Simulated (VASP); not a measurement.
# BP (F-43m) in VASP: settings compared

The runs below take BP through single point, relaxation of cell and atoms, with PBE, BLYP, revPBE.

All numbers are computed with VASP 6.6.1; they aren't measurements. Logs are shortened: lines on timing, memory, paths and dates and some standing lists are left out, and cuts for length are marked.

## (1) The cell of the first run

It takes space group F-43m (No. 216, cubic). The conventional cell has a = 4.538 Å, b = 4.538 Å, c = 4.538 Å, α = 90.00°, β = 90.00°, γ = 90.00°. Within 2.6 Å of P (site symmetry -43m) lie 4 B at 1.97 Å. Within 2.6 Å of B (site symmetry -43m) lie 4 P at 1.97 Å.

## (2) Single point, PBE

Contents of INCAR:

```
ALGO = Normal
EDIFF = 1E-6
ENCUT = 520
GGA = PE
ISIF = 2
ISMEAR = 0
LASPH = True
LCHARG = False
LREAL = False
LWAVE = False
NBANDS = 11
NELM = 60
PREC = Accurate
SIGMA = 0.015
```

Contents of KPOINTS:

```
k-points
0
Gamma
  10 10 10
```

Contents of POSCAR:

```
BP
1.0
    0.0000000000      2.2690000000      2.2690000000
    2.2690000000      0.0000000000      2.2690000000
    2.2690000000      2.2690000000      0.0000000000
P B
1 1
Direct
    0.7500000000      0.7500000000      0.7500000000
    0.0000000000      0.0000000000      0.0000000000
```

Potentials or basis: VASP PAW PBE potentials, release 64 (P, B).

Launch:

```sh
$ cat potpaw_PBE.64/P/POTCAR potpaw_PBE.64/B/POTCAR > POTCAR
$ mpirun -np 1 vasp_std > vasp.out
```

OUTCAR:

```text
EDIFF = 1E-6
   ENCUT = 520
   GGA = PE
   ISIF = 2
   ISMEAR = 0
   LASPH = True
   LREAL = False
   NELM = 60
   PREC = Accurate

 ion  position               nearest neighbor table
   1  0.750  0.750  0.750-   2 1.97   2 1.97   2 1.97   2 1.97
   2  0.000  0.000  0.000-   1 1.97   1 1.97   1 1.97   1 1.97

  LATTYP: Found a face centered cubic cell.
 ALAT       =     4.5380000000

  Lattice vectors:

 A1 = (   0.0000000000,   2.2690000000,   2.2690000000)
 A2 = (   2.2690000000,   0.0000000000,   2.2690000000)
 A3 = (   2.2690000000,   2.2690000000,   0.0000000000)

Analysis of symmetry for initial positions (statically):
=====================================================================
 Subroutine PRICEL returns:
 Original cell was already a primitive cell.

 Routine SETGRP: Setting up the symmetry group for a
 face centered cubic supercell.

 Subroutine GETGRP returns: Found 24 space group operations
 (whereof 24 operations were pure point group operations)
 out of a pool of 48 trial point group operations.

The static configuration has the point symmetry T_d .

Analysis of symmetry for dynamics (positions and initial velocities):
=====================================================================
 Subroutine PRICEL returns:
 Original cell was already a primitive cell.

 Routine SETGRP: Setting up the symmetry group for a
 face centered cubic supercell.

 Subroutine GETGRP returns: Found 24 space group operations
 (whereof 24 operations were pure point group operations)
 out of a pool of 48 trial point group operations.

The dynamic configuration has the point symmetry T_d .

 Subroutine INISYM returns: Found 24 space group operations
 (whereof 24 operations are pure point group operations),
 and found     1 'primitive' translations

----------------------------------------------------------------------------------------

                                     Primitive cell

  volume of cell :      23.3633

  direct lattice vectors                    reciprocal lattice vectors
     0.000000000  2.269000000  2.269000000    -0.220361393  0.220361393  0.220361393
     2.269000000  0.000000000  2.269000000     0.220361393 -0.220361393  0.220361393
     2.269000000  2.269000000  0.000000000     0.220361393  0.220361393 -0.220361393

  length of vectors
     3.208850573  3.208850573  3.208850573     0.381677128  0.381677128  0.381677128

  position of ions in fractional coordinates (direct lattice)
     0.750000000  0.750000000  0.750000000
     0.000000000  0.000000000  0.000000000

  ion indices of the primitive-cell ions
   primitive index   ion index
                 1           1
                 2           2

----------------------------------------------------------------------------------------

 KPOINTS: k-points

Automatic generation of k-mesh.
 Grid dimensions read from file:
 generate k-points for:   10   10   10

 Generating k-lattice:

  Cartesian coordinates                     Fractional coordinates (reciprocal lattice)
    -0.022036139  0.022036139  0.022036139     0.100000000  0.000000000  0.000000000
     0.022036139 -0.022036139  0.022036139     0.000000000  0.100000000  0.000000000
     0.022036139  0.022036139 -0.022036139     0.000000000  0.000000000  0.100000000

  Length of vectors
     0.038167713  0.038167713  0.038167713

  Shift w.r.t. Gamma in fractional coordinates (k-lattice)
     0.000000000  0.000000000  0.000000000

 Subroutine IBZKPT returns following result:
 ===========================================

 Found     47 irreducible k-points:

 Following reciprocal coordinates:
            Coordinates               Weight
  0.000000  0.000000  0.000000      1.000000
  0.100000  0.000000  0.000000      8.000000
  0.200000  0.000000  0.000000      8.000000
  0.300000  0.000000  0.000000      8.000000
  0.400000  0.000000  0.000000      8.000000
  0.500000  0.000000  0.000000      4.000000
[... 16 lines left out ...]
  0.300000  0.300000  0.000000      6.000000
  0.400000  0.300000  0.000000     24.000000
 [... further k-points ...]
   k-points           NKPTS =     47   k-points in BZ     NKDIM =     47   number of bands    NBANDS=     11
   number of dos      NEDOS =    301   number of ions     NIONS =      2
   total plane-waves  NPLWV =  13824
   dimension x,y,z NGX =    24 NGY =   24 NGZ =   24
   dimension x,y,z NGXF=    48 NGYF=   48 NGZF=   48
   ions per type =               1   1
   NGX,Y,Z   is equivalent  to a cutoff of  12.43, 12.43, 12.43 a.u.
   NGXF,Y,Z  is equivalent  to a cutoff of  24.87, 24.87, 24.87 a.u.
 SYSTEM =  unknown system
   PREC   = accura    normal or accurate (medium, high low for compatibility)
   ISTART =      0    job   : 0-new  1-cont  2-samecut
   ICHARG =      2    charge: 1-file 2-atom 10-const
   ISPIN  =      1    spin polarized calculation?
   LNONCOLLINEAR =      F non collinear calculations
   LSORBIT =      F    spin-orbit coupling
   LASPH  =      T    aspherical Exc in radial PAW
   ENCUT  =  520.0 eV  38.22 Ry    6.18 a.u.   5.97  5.97  5.97*2*pi/ulx,y,z
   NELM   =     60;   NELMIN=  2; NELMDL= -5     # of ELM steps
   EDIFF  = 0.1E-05   stopping-criterion for ELM
   LREAL  =      F    real-space projection
   EDIFFG = 0.1E-04   stopping-criterion for IOM
   NSW    =      0    number of steps for IOM
   IBRION =     -1    ionic relax: 0-MD 1-quasi-New 2-CG
   NFREE  =      0    steps in history (QN), initial steepest desc. (CG)
   ISIF   =      2    stress and relaxation
   ISYM   =      2    0-nonsym 1-usesym 2-fastsym
   POTIM  = 0.5000    time-step for ionic-motion
   TEBEG  =    0.0;   TEEND  =   0.0 temperature during run
   PSTRESS=    0.0 pullay stress
   NELECT =       8.0000    total number of electrons
   NUPDOWN=      -1.0000    fix difference up-down
   EMIN   =  10.00;   EMAX   =-10.00  energy-range for DOS
   EFERMI =   0.00;   METHOD = LEGACY
   ISMEAR =     0;   SIGMA  =   0.01  broadening in eV -4-tet -1-fermi 0-gaus
   EFERMI_NEDOS =   21; number of points for ismear=-14 and -15
   IALGO  =     38    algorithm
   IMIX   =      4    mixing-type and parameters
     AMIX     =   0.40;   BMIX     =  1.00
     AMIX_MAG =   1.60;   BMIX_MAG =  1.00
  volume/ion in A,a.u.               =      11.68        78.83
  Fermi-wavevector in a.u.,A,eV,Ry     =   1.145320  2.164342 17.847562  1.311759
  Thomas-Fermi vector in A             =   2.282009
   LORBIT       =      0    0 simple, 1 ext, 2 COOP (PROOUT), +10 PAW based schemes
   GGA     = PE    functional components
   LHFCALC =     F    Hartree Fock is set to
   AEXX    =    0.0000 exact exchange contribution
   IVDW    =     0    specifies the selected vdW correction
   LEPSILON=     F    determine dielectric tensor
   LRPA    =     F    only Hartree local field effects (RPA)
 non-spin polarized calculation
 Gauss-broadening in eV      SIGMA  =   0.01
  energy-cutoff  :      520.00
  volume of cell :       23.36
 maximum number of plane-waves:       639
   NGX = 11   NGY = 11   NGZ = 11

 number of electron       8.0000000 magnetization

 Free energy of the ion-electron system (eV)
  ---------------------------------------------------
  ext. energy  EPLUGINS =         0.00000000
  ---------------------------------------------------
  free energy    TOTEN  =       -12.93048094 eV

  energy without entropy =      -12.93048094  energy(sigma->0) =      -12.93048094

 E-fermi :   7.5676     XC(G=0): -10.9072

 val. band max:        7.4329392161   @ k =   0.0000   0.0000   0.0000
 cond. band min:       8.6721153515   @ k =   0.4000   0.4000   0.0000
 fundamental gap:      1.2391761355
 Fermi energy:         7.5675743907

 k-point     1 :       0.0000    0.0000    0.0000
  band No.  band energies     occupation
      1      -8.0275      2.00000
      2       7.4329      2.00000
      3       7.4329      2.00000
      4       7.4329      2.00000
      5      10.8336      0.00000
      6      10.8336      0.00000
      7      10.8336      0.00000
      8      14.8072      0.00000
      9      18.9456      0.00000
     10      19.5616      0.00000
     11      19.5616      0.00000

 k-point     2 :       0.1000    0.0000    0.0000
  band No.  band energies     occupation
      1      -7.8473      2.00000
      2       6.1309      2.00000
      3       7.1381      2.00000
      4       7.1381      2.00000
      5      11.2418      0.00000
      6      11.2418      0.00000
      7      11.2703      0.00000
      8      15.3283      0.00000
      9      18.8776      0.00000
     10      18.8776      0.00000
     11      19.5144      0.00000

 k-point     3 :       0.2000    0.0000    0.0000
  band No.  band energies     occupation
      1      -7.3137      2.00000
      2       3.7893      2.00000
      3       6.5790      2.00000
      4       6.5790      2.00000
      5      11.4680      0.00000
      6      11.9616      0.00000
      7      11.9616      0.00000
      8      16.5013      0.00000
      9      18.2767      0.00000
     10      18.2767      0.00000
     11      20.3745      0.00000

 k-point     4 :       0.3000    0.0000    0.0000
  band No.  band energies     occupation
      1      -6.4566      2.00000
      2       1.4300      2.00000
      3       6.0900      2.00000
      4       6.0900      2.00000
      5      11.3743      0.00000
      6      12.2909      0.00000
      7      12.2909      0.00000
      8      17.4120      0.00000
      9      18.8536      0.00000
     10      18.8536      0.00000
     11      20.6373      0.00000
[... 239 lines left out ...]
 k-point    22 :      -0.2000    0.2000    0.0000
  band No.  band energies     occupation
      1      -6.1651      2.00000
      2       2.1840      2.00000
      3       3.2611      2.00000
      4       6.1893      2.00000
      5      11.9078      0.00000
      6      12.7494      0.00000
      7      13.8202      0.00000
      8      15.7721      0.00000
      9      16.9353      0.00000
     10      21.0502      0.00000
     11      23.2379      0.00000

 k-point    23 :       0.3000    0.3000    0.0000
  band No.  band energies     occupation
      1      -5.9129      2.00000
      2       2.6005      2.00000
      3       4.2122      2.00000
      4       4.2122      2.00000
      5       8.9572      0.00000
      6      11.3432      0.00000
      7      16.2982      0.00000
      8      16.2982      0.00000
      9      20.4925      0.00000
     10      21.8175      0.00000
     11      23.9730      0.00000

 k-point    24 :       0.4000    0.3000    0.0000
  band No.  band energies     occupation
      1      -5.0879      2.00000
      2       1.2728      2.00000
      3       3.3845      2.00000
      4       3.9176      2.00000
      5       9.2444      0.00000
      6      11.0561      0.00000
      7      16.9123      0.00000
      8      16.9206      0.00000
      9      21.4338      0.00000
     10      22.6949      0.00000
     11      24.4914      0.00000

 [... further k-points ...]
[... 5 lines left out ...]
  --------------------------------------------------------------------------------------
  -------------------------------------------------------------------------------------
  Total        0.1296651      0.1296651      0.1296651     -0.0000000     -0.0000000      0.0000000
  in kB        8.8920176      8.8920176      8.8920176     -0.0000000     -0.0000000      0.0000000
  external PRESSURE =       8.8920176 kB  Pullay stress =       0.0000000 kB

 VOLUME and BASIS-vectors are now :
 -----------------------------------------------------------------------------
  energy-cutoff  :      520.00
  volume of cell :       23.36
      direct lattice vectors                 reciprocal lattice vectors
     0.000000000  2.269000000  2.269000000    -0.220361393  0.220361393  0.220361393
     2.269000000  0.000000000  2.269000000     0.220361393 -0.220361393  0.220361393
     2.269000000  2.269000000  0.000000000     0.220361393  0.220361393 -0.220361393

 POSITION                                       TOTAL-FORCE (eV/Angst)
 -----------------------------------------------------------------------------------
      3.40350      3.40350      3.40350        -0.000000      0.000000     -0.000000
      0.00000      0.00000      0.00000         0.000000     -0.000000      0.000000
 -----------------------------------------------------------------------------------
    total drift:                               -0.000000     -0.000000     -0.000000

  FREE ENERGIE OF THE ION-ELECTRON SYSTEM (eV)
  ---------------------------------------------------
  free  energy   TOTEN  =       -12.9304809422 eV

  energy  without entropy=      -12.9304809422  energy(sigma->0) =      -12.93048094
```

It took 5.4 s on 1 thread of AMD EPYC 9R45 (Zen 5), shared host; peak memory 0.1 GiB.

Results:

| Quantity | Value |
| --- | --- |
| Free energy | -12.9305 eV |
| Pressure | 0.9 GPa |
| Band gap on the k mesh | 1.24 eV, indirect (least direct gap 3.40 eV) |

Levels at points of the mesh, in eV from the valence-band top:
| k point | band 1 | band 2 | band 3 | band 4 | band 5 | band 6 | band 7 | band 8 |
| --- | --- | --- | --- | --- | --- | --- | --- | --- |
| (0.00, 0.00, 0.00) | -15.46 | 0.00 | 0.00 | 0.00 | 3.40 | 3.40 | 3.40 | 7.37 |
| (0.50, 0.00, 0.00) | -12.14 | -9.03 | -1.76 | -1.76 | 3.78 | 4.71 | 4.71 | 10.13 |
| (0.50, 0.50, 0.00) | -10.61 | -8.58 | -4.11 | -4.11 | 1.33 | 1.66 | 12.12 | 12.12 |

(Part 1 of 2 ends here.)
